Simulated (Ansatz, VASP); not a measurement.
# One calculation of GaN, two programs

INCAR

```
SYSTEM = GaN
PREC     = Accurate       ! precision mode
ENCUT    = 1330           ! plane-wave cutoff, eV
EDIFF    = 1E-6           ! SCF threshold, eV
ISMEAR   = 0              ! smearing method
SIGMA    = 0.05           ! smearing width, eV
LREAL    = .FALSE.        ! projectors in reciprocal space
LASPH    = .TRUE.         ! aspherical terms in the spheres
NELM     = 120            ! most SCF steps
ALGO     = Normal         ! electronic algorithm
ISIF     = 2              ! what is computed and relaxed
LWAVE    = .FALSE.        ! write WAVECAR
LCHARG   = .FALSE.        ! write CHGCAR
GGA      = B5             ! functional
ALDAX    = 1.0          
AGGAX    = 1.0          
AGGAC    = 1.0          
ALDAC    = 0.0          
NBANDS   = 16             ! bands
GGA_COMPAT= .FALSE.
```

Contents of KPOINTS:

```
Automatic mesh
0
G
  10 10 10
  0 0 0
```

File POSCAR:

```
GaN
1.0
    0.0000000000      2.1336720248      2.1336720248
    2.1336720248      0.0000000000      2.1336720248
    2.1336720248      2.1336720248      0.0000000000
Ga N
1 1
Direct
    0.5000000000      0.5000000000      0.5000000000
    0.0000000000      0.0000000000      0.0000000000
```

Input for Ansatz:

```yaml
crystal:
  lattice:
    - [0.0, 2.1336720248, 2.1336720248]
    - [2.1336720248, 0.0, 2.1336720248]
    - [2.1336720248, 2.1336720248, 0.0]
  atoms:
    - { symbol: Ga, position: [0.5, 0.5, 0.5] }
    - { symbol: "N", position: [0.0, 0.0, 0.0] }
basis:
  ecutwfc: 420
  ecutrho_ratio: 4
kpoints:
  mp_grid: { grid: [10, 10, 10] }
hamiltonian:
  xc: blyp
scf:
  occupations: { method: gaussian, width: 0.05 }
output:
  forces: true
  stress: true
  eigenvalues: true
```

Alike in both runs: task single point; functional BLYP; k mesh 10 × 10 × 10; occupations gaussian, width 0.05 eV; no spin polarisation.

```csv
,VASP,Ansatz
version,VASP 6.6.1,Ansatz 0.2.0
potentials or method,"VASP PAW PBE potentials, release 64 (Ga_d, N_h), cutoff 1330 eV","scalar-relativistic, plane waves, PAW"
valence electrons in the cell,18,18
```

|  | VASP | Ansatz | Ansatz less VASP |
| --- | --- | --- | --- |
| gap on the k mesh at the Fermi level (eV) | 0.35 | 0.33 | -0.022 |
| least direct gap on the mesh (eV) | 2.47 | 2.44 | -0.029 |
| pressure (GPa) | 9.3 | 8.2 | -1.11 |

VASP's potentials were made for PBE, not for BLYP.
